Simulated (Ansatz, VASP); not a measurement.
## Nb: VASP beside Ansatz

The input INCAR:

```
SYSTEM = Nb
PREC = Accurate ; ENCUT = 520
EDIFF = 1E-6 ; ISMEAR = 0
SIGMA = 0.1 ; LREAL = .FALSE.
LASPH = .TRUE. ; NELM = 80
ALGO = Normal ; ISIF = 2
LWAVE = .FALSE. ; LCHARG = .FALSE.
GGA = RP ; NBANDS = 12
```

Contents of KPOINTS:

```
regular mesh
0
G
  10 10 10
  0 0 0
```

Contents of POSCAR:

```
Nb
1.0
   -1.6588161896      1.6588161896      1.6588161896
    1.6588161896     -1.6588161896      1.6588161896
    1.6588161896      1.6588161896     -1.6588161896
Nb
1
Direct
    0.0000000000      0.0000000000      0.0000000000
```

Input for Ansatz:

```yaml
crystal:
  lattice:
    - [-1.6588161896, 1.6588161896, 1.6588161896]
    - [1.6588161896, -1.6588161896, 1.6588161896]
    - [1.6588161896, 1.6588161896, -1.6588161896]
  atoms:
    - { symbol: Nb, position: [0.0, 0.0, 0.0] }
basis:
  ecutwfc: 420
kpoints:
  mp_grid: { grid: [10, 10, 10] }
hamiltonian:
  xc: rpbe
scf:
  occupations: { method: gaussian, width: 0.1 }
  algorithm: direct_min
  max_iter: 55
output:
  forces: true
  stress: true
  eigenvalues: true
```

Alike in both runs: task single point; functional RPBE; k mesh 10 × 10 × 10; occupations gaussian, width 0.1 eV; no spin polarisation.

|  | VASP | Ansatz |
| --- | --- | --- |
| version | VASP 6.6.1 | Ansatz 0.2.0 |
| potentials or method | VASP PAW PBE potentials, release 64 (Nb_sv), cutoff 520 eV | scalar-relativistic, plane waves, PAW |
| valence electrons in the cell | 13 | 13 |

Ansatz gave:

- gap on the k mesh at the Fermi level (eV): none
- pressure (GPa): 2.0

Estimate VASP's values.

gap on the k mesh at the Fermi level (eV): none; pressure (GPa): 1.7.

VASP's potentials were made for PBE, not for RPBE. A gap of «none» marks a metal or a gap that the smearing closes. With one functional, cell and mesh, what is left measures potentials, basis and numerics.
